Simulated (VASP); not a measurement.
BaS, 2 atoms in the cell. The structure is tetragonal, space group I-4m2 (No. 119). Conventional cell: a = 4.977 Å, b = 4.977 Å, c = 7.004 Å, α = 90.00°, β = 90.00°, γ = 90.00°. Within 4.0 Å of Ba (site symmetry -4m2) lie 4 S at 3.04 Å. S (site symmetry -4m2) has 4 Ba at 3.04 Å within 4.0 Å.  This cell differs from its parent crystal: uniaxial z strain -0.5%.

* Program: VASP 6.6.1
* Task: single point
* Functional: r2SCAN
* Potentials or basis: VASP PAW PBE potentials, release 64 (Ba_sv, S)
* Cutoff: 520 eV
* k mesh: 6 × 6 × 6
* Occupations: gaussian, width 0.01 eV
* Spin: no spin polarisation
* Dipole correction: no
* Further INCAR settings: ALGO = Normal; EDIFF = 1e-07; NBANDS = 15

Potentials or basis: VASP PAW PBE potentials, release 64 (Ba_sv, S).

The run is started by

```console
$ cat potpaw_PBE.64/Ba_sv/POTCAR potpaw_PBE.64/S/POTCAR > POTCAR
$ cp INCAR.step1 INCAR
$ mpirun -np 1 vasp_std > vasp.out
$ cp INCAR.step2 INCAR
$ mpirun -np 1 vasp_std > vasp.out
```

Hardware: 1 thread of Intel(R) Xeon(R) Platinum 8488C (Sapphire Rapids), with other jobs on the host.

Estimate the wall time of this run.

Run time: 2.1 min on 1 thread of Intel(R) Xeon(R) Platinum 8488C (Sapphire Rapids) (shared host), peak memory 0.27 GiB. Counts: k points 30.
